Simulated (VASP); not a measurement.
# CdS (P6_3mc) in VASP: further runs

CdS is run at these levels: PBE-based screened hybrid with 5 % exact exchange, PBE-based screened hybrid with 10 % exact exchange; tasks: single point.

Program: VASP 6.6.1. These are calculated values, not measurements. Logs are shortened: lines on timing, memory, paths and dates and some standing lists are left out, and cuts for length are marked.

## 1. The cell of the first run

It takes space group P6_3mc (No. 186, hexagonal). Conventional cell: a = 4.150 Å, b = 4.150 Å, c = 6.737 Å, α = 90.00°, β = 90.00°, γ = 120.00°. Cd (site symmetry 3m) has 4 S at 2.53 to 2.54 Å within 3.3 Å. Within 3.3 Å of S (site symmetry 3m) lie 4 Cd at 2.53 to 2.54 Å.

## 2. Single point, PBE-based screened hybrid with 5 % exact exchange

Input file POSCAR:

```
CdS
1.0
    4.1500000000      0.0000000000      0.0000000000
   -2.0750000000      3.5940054257      0.0000000000
    0.0000000000      0.0000000000      6.7370000000
Cd S
2 2
Direct
    0.6666666667      0.3333333333      0.5000000000
    0.3333333333      0.6666666667      0.0000000000
    0.6666666667      0.3333333333      0.8750000000
    0.3333333333      0.6666666667      0.3750000000
```

Input file INCAR.step1:

```
SYSTEM = CdS
  ALGO = Normal
  EDIFF = 1E-5
  ENCUT = 520
  GGA = PE
  ISIF = 2
  ISMEAR = -1
  LASPH = .TRUE.
  LCHARG = .FALSE.
  LREAL = .FALSE.
  LWAVE = .TRUE.
  NBANDS = 26
  NELM = 80
  PREC = Accurate
  SIGMA = 0.05
```

Input file INCAR.step2:

```
SYSTEM = CdS
  AEXX = 0.05
  ALGO = Normal
  EDIFF = 1E-7
  ENCUT = 520
  GGA = PE
  HFSCREEN = 0.2
  ISIF = 2
  ISMEAR = -1
  ISTART = 1
  LASPH = .TRUE.
  LCHARG = .FALSE.
  LHFCALC = .TRUE.
  LREAL = .FALSE.
  LWAVE = .FALSE.
  NBANDS = 26
  NELM = 80
  PREC = Accurate
  PRECFOCK = Normal
  SIGMA = 0.05
```

Input file KPOINTS:

```
k-points
0
G
  4 4 2
  0 0 0
```

Potentials or basis: VASP PAW PBE potentials, release 64 (Cd, S).

Launch:

```sh
$ cat potpaw_PBE.64/Cd/POTCAR potpaw_PBE.64/S/POTCAR > POTCAR
$ cp INCAR.step1 INCAR
$ mpirun -np 1 vasp_std > vasp.out
$ cp INCAR.step2 INCAR
$ mpirun -np 1 vasp_std > vasp.out
```

OUTCAR:

```text
SYSTEM = CdS
   AEXX = 0.05
   EDIFF = 1E-7
   ENCUT = 520
   GGA = PE
   HFSCREEN = 0.2
   ISIF = 2
   ISMEAR = -1
   ISTART = 1
   LASPH = .TRUE.
   LHFCALC = .TRUE.
   LREAL = .FALSE.
   NELM = 80
   PREC = Accurate
   PRECFOCK = Normal

 ion  position               nearest neighbor table
   1  0.667  0.333  0.500-   3 2.53   4 2.54   4 2.54   4 2.54
   2  0.333  0.667  0.000-   4 2.53   3 2.54   3 2.54   3 2.54
   3  0.667  0.333  0.875-   1 2.53   2 2.54   2 2.54   2 2.54
   4  0.333  0.667  0.375-   2 2.53   1 2.54   1 2.54   1 2.54

  LATTYP: Found a hexagonal cell.
 ALAT       =     4.1500000000
 C/A-ratio  =     1.6233734940

  Lattice vectors:

 A1 = (   4.1500000000,   0.0000000000,   0.0000000000)
 A2 = (  -2.0750000000,   3.5940054257,   0.0000000000)
 A3 = (   0.0000000000,   0.0000000000,   6.7370000000)

Analysis of symmetry for initial positions (statically):
=====================================================================
 Subroutine PRICEL returns:
 Original cell was already a primitive cell.

 Routine SETGRP: Setting up the symmetry group for a
 hexagonal supercell.

 Subroutine GETGRP returns: Found 12 space group operations
 (whereof  6 operations were pure point group operations)
 out of a pool of 24 trial point group operations.

The static configuration has the point symmetry C_3v.
 The point group associated with its full space group is C_6v.

Analysis of symmetry for dynamics (positions and initial velocities):
=====================================================================
 Subroutine PRICEL returns:
 Original cell was already a primitive cell.

 Routine SETGRP: Setting up the symmetry group for a
 hexagonal supercell.

 Subroutine GETGRP returns: Found 12 space group operations
 (whereof  6 operations were pure point group operations)
 out of a pool of 24 trial point group operations.

The dynamic configuration has the point symmetry C_3v.
 The point group associated with its full space group is C_6v.

 Subroutine INISYM returns: Found 12 space group operations
 (whereof  6 operations are pure point group operations),
 and found     1 'primitive' translations

----------------------------------------------------------------------------------------

                                     Primitive cell

  volume of cell :     100.4832

  direct lattice vectors                    reciprocal lattice vectors
     4.150000000  0.000000000  0.000000000     0.240963855  0.139120547  0.000000000
    -2.075000000  3.594005426  0.000000000     0.000000000  0.278241094  0.000000000
     0.000000000  0.000000000  6.737000000     0.000000000  0.000000000  0.148434021

  length of vectors
     4.150000000  4.150000000  6.737000000     0.278241094  0.278241094  0.148434021

  position of ions in fractional coordinates (direct lattice)
     0.666666667  0.333333333  0.500000000
     0.333333333  0.666666667  0.000000000
     0.666666667  0.333333333  0.875000000
     0.333333333  0.666666667  0.375000000

  ion indices of the primitive-cell ions
   primitive index   ion index
                 1           1
                 2           2
                 3           3
                 4           4

----------------------------------------------------------------------------------------

 KPOINTS: k-points

Automatic generation of k-mesh.
 Grid dimensions read from file:
 generate k-points for:    4    4    2

 Generating k-lattice:

  Cartesian coordinates                     Fractional coordinates (reciprocal lattice)
     0.060240964  0.034780137  0.000000000     0.250000000  0.000000000  0.000000000
     0.000000000  0.069560273  0.000000000     0.000000000  0.250000000  0.000000000
     0.000000000  0.000000000  0.074217011     0.000000000  0.000000000  0.500000000

  Length of vectors
     0.069560273  0.069560273  0.074217011

  Shift w.r.t. Gamma in fractional coordinates (k-lattice)
     0.000000000  0.000000000  0.000000000

 Subroutine IBZKPT returns following result:
 ===========================================

 Found      8 irreducible k-points:

 Following reciprocal coordinates:
            Coordinates               Weight
  0.000000  0.000000  0.000000      1.000000
  0.250000 -0.000000  0.000000      6.000000
  0.500000 -0.000000  0.000000      3.000000
  0.250000  0.250000  0.000000      6.000000
  0.000000  0.000000  0.500000      1.000000
  0.250000 -0.000000  0.500000      6.000000
  0.500000 -0.000000  0.500000      3.000000
  0.250000  0.250000  0.500000      6.000000
   k-points           NKPTS =      8   k-points in BZ     NKDIM =     32   number of bands    NBANDS=     26
   number of dos      NEDOS =    301   number of ions     NIONS =      4
   total plane-waves  NPLWV =  51200
   dimension x,y,z NGX =    32 NGY =   32 NGZ =   50
   dimension x,y,z NGXF=    64 NGYF=   64 NGZF=  100
   ions per type =               2   2
   NGX,Y,Z   is equivalent  to a cutoff of  12.82, 12.82, 12.34 a.u.
   NGXF,Y,Z  is equivalent  to a cutoff of  25.64, 25.64, 24.68 a.u.
 SYSTEM =  CdS
   PREC   = accura    normal or accurate (medium, high low for compatibility)
   ISTART =      1    job   : 0-new  1-cont  2-samecut
   ICHARG =      0    charge: 1-file 2-atom 10-const
   ISPIN  =      1    spin polarized calculation?
   LNONCOLLINEAR =      F non collinear calculations
   LSORBIT =      F    spin-orbit coupling
   LASPH  =      T    aspherical Exc in radial PAW
   ENCUT  =  520.0 eV  38.22 Ry    6.18 a.u.   7.72  7.72 12.53*2*pi/ulx,y,z
   NELM   =     80;   NELMIN=  2; NELMDL=  0     # of ELM steps
   EDIFF  = 0.1E-06   stopping-criterion for ELM
   LREAL  =      F    real-space projection
   EDIFFG = 0.1E-05   stopping-criterion for IOM
   NSW    =      0    number of steps for IOM
   IBRION =     -1    ionic relax: 0-MD 1-quasi-New 2-CG
   NFREE  =      0    steps in history (QN), initial steepest desc. (CG)
   ISIF   =      2    stress and relaxation
   ISYM   =      3    0-nonsym 1-usesym 2-fastsym
   POTIM  = 0.5000    time-step for ionic-motion
   TEBEG  =    0.0;   TEEND  =   0.0 temperature during run
   PSTRESS=    0.0 pullay stress
   NELECT =      36.0000    total number of electrons
   NUPDOWN=      -1.0000    fix difference up-down
   EMIN   =  10.00;   EMAX   =-10.00  energy-range for DOS
   EFERMI =   0.00;   METHOD = LEGACY
   ISMEAR =    -1;   SIGMA  =   0.05  broadening in eV -4-tet -1-fermi 0-gaus
   EFERMI_NEDOS =   21; number of points for ismear=-14 and -15
   IALGO  =     38    algorithm
   IMIX   =      1    mixing-type and parameters
     AMIX     =   0.40;   BMIX     =  1.00
     AMIX_MAG =   1.60;   BMIX_MAG =  1.00
  volume/ion in A,a.u.               =      25.12       169.52
  Fermi-wavevector in a.u.,A,eV,Ry     =   1.162727  2.197236 18.394190  1.351935
  Thomas-Fermi vector in A             =   2.299285
   LORBIT       =      0    0 simple, 1 ext, 2 COOP (PROOUT), +10 PAW based schemes
   GGA     = PE    functional components
   LHFCALC =     T    Hartree Fock is set to
   PRECFOCK=normal    Normal, Fast or Accurate (Low or Medium for compatibility)
   ENCUT4O =  -1.0   cutoff for four orbital integrals eV
   NKREDX  =     1    reduce k-point grid by
   NKREDY  =     1    reduce k-point grid by
   NKREDZ  =     1    reduce k-point grid by
   AEXX    =    0.0500 exact exchange contribution
   HFSCREEN=    0.2000 screening length (either q_TF or 0.3 A-1)
   HFSCREENC=   0.2000 screening length for correlation (either q_TF or 0.3 A-1)
   ENCUTFOCK=  -1.0 apply spherical cutoff to Coloumb kernel
   IVDW    =     0    specifies the selected vdW correction
   LEPSILON=     F    determine dielectric tensor
   LRPA    =     F    only Hartree local field effects (RPA)
 non-spin polarized calculation
  energy-cutoff  :      520.00
  volume of cell :      100.48
 maximum number of plane-waves:      2731
 NGX is ok and might be reduce to    32
  NGX = 24; NGY = 24; NGZ = 40

 number of electron      35.9999996 magnetization

 Free energy of the ion-electron system (eV)
  ---------------------------------------------------
  ext. energy  EPLUGINS =         0.00000000
  ---------------------------------------------------
  free energy    TOTEN  =       -12.81844123 eV

  energy without entropy =      -12.81844110  energy(sigma->0) =      -12.81844117

 E-fermi :   1.8079     XC(G=0):  -8.7689

 val. band max:        1.0873738952   @ k =   0.0000   0.0000   0.0000
 cond. band min:       2.4837969225   @ k =   0.0000   0.0000   0.0000
 fundamental gap:      1.3964230273
 Fermi energy:         1.8078731054

 k-point     1 :       0.0000    0.0000    0.0000
  band No.  band energies     occupation
      1     -11.4498      2.00000
      2     -11.0186      2.00000
      3      -6.8233      2.00000
      4      -6.8011      2.00000
      5      -6.8011      2.00000
      6      -6.7156      2.00000
[... 18 lines left out ...]
     25       8.9146      0.00000
     26       9.0384      0.00000

 k-point     2 :       0.2500   -0.0000    0.0000
  band No.  band energies     occupation
      1     -11.2581      2.00000
      2     -10.9437      2.00000
      3      -6.7592      2.00000
      4      -6.7360      2.00000
      5      -6.6549      2.00000
      6      -6.6115      2.00000
[... 18 lines left out ...]
     25       9.3417      0.00000
     26       9.8019      0.00000

 k-point     3 :       0.5000   -0.0000    0.0000
  band No.  band energies     occupation
      1     -11.0344      2.00000
      2     -10.8998      2.00000
      3      -6.7174      2.00000
      4      -6.6971      2.00000
      5      -6.5189      2.00000
      6      -6.5116      2.00000
[... 18 lines left out ...]
     25       9.7078      0.00000
     26      11.4998      0.00000

 k-point     4 :       0.2500    0.2500    0.0000
  band No.  band energies     occupation
      1     -11.0363      2.00000
      2     -10.9006      2.00000
      3      -6.7348      2.00000
      4      -6.6552      2.00000
      5      -6.5577      2.00000
      6      -6.5257      2.00000
[... 18 lines left out ...]
     25       9.1729      0.00000
     26      10.7559      0.00000

 k-point     5 :       0.0000    0.0000    0.5000
  band No.  band energies     occupation
      1     -11.2297      2.00000
      2     -11.2297      2.00000
      3      -6.7651      2.00000
      4      -6.7651      2.00000
      5      -6.7651      2.00000
      6      -6.7651      2.00000
[... 18 lines left out ...]
     25       8.1410      0.00000
     26       8.1410      0.00000

 k-point     6 :       0.2500   -0.0000    0.5000
  band No.  band energies     occupation
      1     -11.0927      2.00000
      2     -11.0927      2.00000
      3      -6.7016      2.00000
      4      -6.7016      2.00000
      5      -6.6758      2.00000
      6      -6.6758      2.00000
[... 18 lines left out ...]
     25       9.0996      0.00000
     26       9.0996      0.00000

 k-point     7 :       0.5000   -0.0000    0.5000
  band No.  band energies     occupation
      1     -10.9564      2.00000
      2     -10.9564      2.00000
      3      -6.6860      2.00000
      4      -6.6860      2.00000
      5      -6.6001      2.00000
      6      -6.6001      2.00000
[... 18 lines left out ...]
     25       9.7256      0.00000
     26       9.7256      0.00000

 k-point     8 :       0.2500    0.2500    0.5000
  band No.  band energies     occupation
      1     -10.9577      2.00000
      2     -10.9577      2.00000
      3      -6.6539      2.00000
      4      -6.6539      2.00000
      5      -6.6113      2.00000
      6      -6.6113      2.00000
[... 18 lines left out ...]
     25       9.6111      0.00000
     26       9.6111      0.00000

------------------------ aborting loop because EDIFF is reached ----------------------------------------

  FORCE on cell =-STRESS in cart. coord.  units (eV):
  Direction    XX          YY          ZZ          XY          YZ          ZX
  --------------------------------------------------------------------------------------
  -------------------------------------------------------------------------------------
  Total        1.2983252      1.2983252      1.5589580      0.0000000      0.0000000      0.0000000
  in kB       20.7014469     20.7014469     24.8571665      0.0000000      0.0000000      0.0000000
  external PRESSURE =      22.0866867 kB  Pullay stress =       0.0000000 kB

 VOLUME and BASIS-vectors are now :
 -----------------------------------------------------------------------------
  energy-cutoff  :      520.00
  volume of cell :      100.48
      direct lattice vectors                 reciprocal lattice vectors
     4.150000000  0.000000000  0.000000000     0.240963855  0.139120547  0.000000000
    -2.075000000  3.594005426  0.000000000     0.000000000  0.278241094  0.000000000
     0.000000000  0.000000000  6.737000000     0.000000000  0.000000000  0.148434021

 POSITION                                       TOTAL-FORCE (eV/Angst)
 -----------------------------------------------------------------------------------
      2.07500      1.19800      3.36850        -0.000000      0.000000     -0.057112
     -0.00000      2.39600      0.00000         0.000000      0.000000     -0.057112
      2.07500      1.19800      5.89487         0.000000     -0.000000      0.057112
     -0.00000      2.39600      2.52637        -0.000000      0.000000      0.057112
 -----------------------------------------------------------------------------------
    total drift:                               -0.000000     -0.000000     -0.000638

  FREE ENERGIE OF THE ION-ELECTRON SYSTEM (eV)
  ---------------------------------------------------
  free  energy   TOTEN  =       -12.8184412303 eV

  energy  without entropy=      -12.8184411038  energy(sigma->0) =      -12.81844117
```

Wall time 26 min (1 thread of Intel Xeon Platinum 8175M at 2.50GHz (Skylake/Cascade Lake), shared host); peak memory 0.35 GiB.

What came out:

```
Free energy            : -12.8184 eV
Pressure               : 2.2 GPa
Largest force          : 0.057 eV/Å
Band gap on the k mesh : 1.40 eV
```

Forces in eV/Å, atoms in the order of the input:
```
Cd   0.000  0.000 -0.057
Cd   0.000  0.000 -0.057
S    0.000  0.000  0.057
S    0.000  0.000  0.057
```

Stress tensor (GPa, compression positive):
```
2.07 0.00 0.00
0.00 2.07 0.00
0.00 0.00 2.49
```

Caveat: the k points lie up to 0.47 Å⁻¹ apart; the PAW data sets were made with another functional, which shifts forces and pressure a little.

## 3. Single point, PBE-based screened hybrid with 10 % exact exchange

POSCAR is that of step 2.

Input file INCAR.step1:

```
SYSTEM = CdS
  ALGO = Normal
  EDIFF = 1E-5
  ENCUT = 520
  GGA = PE
  ISIF = 2
  ISMEAR = -1
  LASPH = .True.
  LREAL = .False.
  LWAVE = .True.
  NBANDS = 26
  NELM = 80
  PREC = Accurate
  SIGMA = 0.05
```

Input file INCAR.step2:

```
SYSTEM = CdS
  AEXX = 0.1
  ALGO = Normal
  EDIFF = 1E-7
  ENCUT = 520
  GGA = PE
  HFSCREEN = 0.2
  ISIF = 2
  ISMEAR = -1
  ISTART = 1
  LASPH = .True.
  LCHARG = .True.
  LELF = .True.
  LHFCALC = .True.
  LREAL = .False.
  LVHAR = .True.
  LWAVE = .False.
  NBANDS = 26
  NELM = 80
  PREC = Accurate
  PRECFOCK = Normal
  SIGMA = 0.05
```

Input file KPOINTS:

```
k-points
0
Gamma
  4 4 2
  0 0 0
```

Potentials or basis: VASP PAW PBE potentials, release 64 (Cd, S).

Launch:

```sh
$ cat potpaw_PBE.64/Cd/POTCAR potpaw_PBE.64/S/POTCAR > POTCAR
$ cp INCAR.step1 INCAR
$ mpirun -np 1 vasp_std > vasp.out
$ cp INCAR.step2 INCAR
$ mpirun -np 1 vasp_std > vasp.out
```

It took 31 min on 1 thread of Intel Xeon Platinum 8175M at 2.50GHz (Skylake/Cascade Lake), shared host; peak memory 0.35 GiB.

Results (log left out):

| Item | Value |
| --- | --- |
| Free energy | -13.4142 eV |
| Pressure | 2.0 GPa |
| Largest force | 0.059 eV/Å |
| Band gap on the k mesh | 1.60 eV |

Forces in eV/Å, atoms in the order of the input:
```
Cd   0.000  0.000 -0.059
Cd   0.000  0.000 -0.059
S    0.000  0.000  0.059
S    0.000  0.000  0.059
```

Stress tensor (GPa, compression positive):
```
1.82 0.00 0.00
0.00 1.82 0.00
0.00 0.00 2.23
```

Levels at points of the mesh, in eV from the valence-band top:
```csv
k point,band 14,band 15,band 16,band 17,band 18,band 19,band 20,band 21,band 22,band 23
"(0.00, 0.00, 0.00)",-0.78,-0.78,-0.04,0.00,0.00,1.60,3.22,6.93,6.93,7.28
"(0.50, 0.00, 0.00)",-3.56,-2.70,-1.91,-1.32,-0.75,4.16,4.30,5.50,6.90,7.46
"(0.00, 0.00, 0.50)",-2.51,-0.40,-0.40,-0.40,-0.40,3.27,3.27,6.65,6.65,7.29
"(0.50, 0.00, 0.50)",-4.20,-1.36,-1.36,-1.35,-1.35,3.89,3.89,5.83,5.83,8.40
```

Caveat: the k points lie up to 0.47 Å⁻¹ apart; the PAW data sets were made with another functional, which shifts forces and pressure a little.
